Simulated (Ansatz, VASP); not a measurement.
Two plane-wave programs on CaO

The input INCAR:

```
ALGO     = Normal         # electronic algorithm
EDIFF    = 1E-6           # SCF threshold, eV
ENCUT    = 520            # plane-wave cutoff, eV
GGA      = PE             # functional
ISIF     = 2              # what is computed and relaxed
ISMEAR   = 0              # smearing method
LASPH    = True           # aspherical terms in the spheres
LCHARG   = False          # write CHGCAR
LREAL    = False          # projectors in reciprocal space
LWAVE    = False          # write WAVECAR
NBANDS   = 24             # bands
NELM     = 60             # most SCF steps
PREC     = Accurate       # precision mode
SIGMA    = 0.05           # smearing width, eV
```

Contents of KPOINTS:

```
k-points
0
Gamma
  9 9 6
```

POSCAR

```
CaO
1.0
    3.8843335527      0.0000000000      0.0000000000
   -1.9421667764      3.6184937011      0.0000000000
    0.0000000000      0.0000000000      4.7438152858
Ca O
2 2
Direct
    0.3333333333      0.6666666667      0.7500000000
    0.6666666667      0.3333333333      0.2500000000
    0.3333333333      0.6666666667      0.2500000000
    0.6666666667      0.3333333333      0.7500000000
```

Input for Ansatz:

```yaml
crystal:
  lattice:
    - [3.8843335527, 0.0, 0.0]
    - [-1.9421667764, 3.6184937011, 0.0]
    - [0.0, 0.0, 4.7438152858]
  atoms:
    - { symbol: Ca, position: [0.3333333333, 0.6666666667, 0.75] }
    - { symbol: Ca, position: [0.6666666667, 0.3333333333, 0.25] }
    - { symbol: O, position: [0.3333333333, 0.6666666667, 0.25] }
    - { symbol: O, position: [0.6666666667, 0.3333333333, 0.75] }
basis:
  ecutwfc: 520.0
kpoints:
  mp_grid: { grid: [9, 9, 6] }
hamiltonian:
  xc: pbe
scf:
  occupations: { method: gaussian, width: 0.05 }
output:
  forces: true
  stress: true
  eigenvalues: true
```

Change from the starting cell: strain +e along x and -e along y -0.0367, strain +e along z and -e/2 along x and y -0.0133.

Alike in both runs: task single point; functional PBE; k mesh 9 × 9 × 6; occupations gaussian, width 0.05 eV; no spin polarisation.

|  | VASP | Ansatz |
| --- | --- | --- |
| version | VASP 6.6.1 | Ansatz 0.2.0 |
| potentials or method | VASP PAW PBE potentials, release 64 (Ca_sv, O), cutoff 520 eV | scalar-relativistic, plane waves, PAW |
| valence electrons in the cell | 32 | 32 |

|  | VASP | Ansatz | Ansatz less VASP |
| --- | --- | --- | --- |
| gap on the k mesh at the Fermi level (eV) | 3.08 | 3.10 | +0.015 |
| least direct gap on the mesh (eV) | 3.08 | 3.10 | +0.015 |
| pressure (GPa) | 1.0 | 0.5 | -0.49 |
| traceless stress, the component that is largest in VASP (GPa) | -3.42 | -3.32 | +0.104 |
| rms of the force components (eV/Å) | 0.191 | 0.181 | -0.0107 |

Atom by atom the forces differ by 0.011 eV/Å (rms over components).
